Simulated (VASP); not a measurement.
**Ag: single point with PBE**

Ag:

```
CELL_PARAMETERS angstrom
-1.65565 1.65565 1.65565
1.65565 -1.65565 1.65565
1.65565 1.65565 -1.65565
ATOMIC_POSITIONS crystal
Ag 0.00000 0.00000 0.00000
```

* Program: VASP 6.6.1
* Task: single point
* Functional: PBE
* Potentials or basis: VASP PAW PBE potentials, release 64 (Ag)
* Cutoff: 520 eV
* k mesh: 13 × 13 × 13
* Occupations: fermi-dirac, width 0.1 eV
* Spin: no spin polarisation

```yaml
Pressure: -0.9 GPa
```

Levels at points of the mesh, in eV from the Fermi level:
| k point | band 2 | band 3 | band 4 | band 5 | band 6 | band 7 | band 8 | band 9 | band 10 | band 11 |
| --- | --- | --- | --- | --- | --- | --- | --- | --- | --- | --- |
| (0.00, 0.00, 0.00) | -4.73 | -4.73 | -4.73 | -3.53 | -3.53 | 17.72 | 17.72 | 17.72 | 23.08 | 23.08 |

It took 26 s on 1 thread of AMD EPYC 7R43 64-Core Processor (Zen 3), with other jobs on the host, peak memory 0.11 GiB.
